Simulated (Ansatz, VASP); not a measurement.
# One calculation of MoS2, two programs

```
CELL_PARAMETERS angstrom
1.57688 0.91024 5.99538
-1.57632 0.91027 5.99523
0.00031 -1.82052 5.99531
ATOMIC_POSITIONS crystal
Mo 0.00001 0.00002 0.00002
S 0.75352 0.75361 0.75356
S 0.57977 0.57967 0.57971
```

Change from the starting cell: all atoms moved at random, sigma 0.1 Å a component; relaxed back.

Alike in both runs: functional PBE; dispersion D3(BJ); k mesh 9 × 9 × 9; occupations gaussian, width 0.05 eV; no spin polarisation.

Ansatz relaxed the structure, and its values are those at the end. VASP's run is a single point on that final structure, the one shown.

```csv
,VASP,Ansatz
version,VASP 6.6.1,Ansatz 0.2.0
potentials or method,"VASP PAW PBE potentials, release 64 (Mo_sv, S), cutoff 520 eV","scalar-relativistic, plane waves, PAW"
valence electrons in the cell,26,26
```

VASP gave:

* gap on the k mesh at the Fermi level (eV): 0.90
* least direct gap on the mesh (eV): 1.77
* pressure (GPa): -0.1
* rms of the force components (eV/Å): 0.005

Q: Which values does Ansatz return?

A: gap on the k mesh at the Fermi level (eV): 0.89; least direct gap on the mesh (eV): 1.77; pressure (GPa): 0.0; rms of the force components (eV/Å): 0.001.
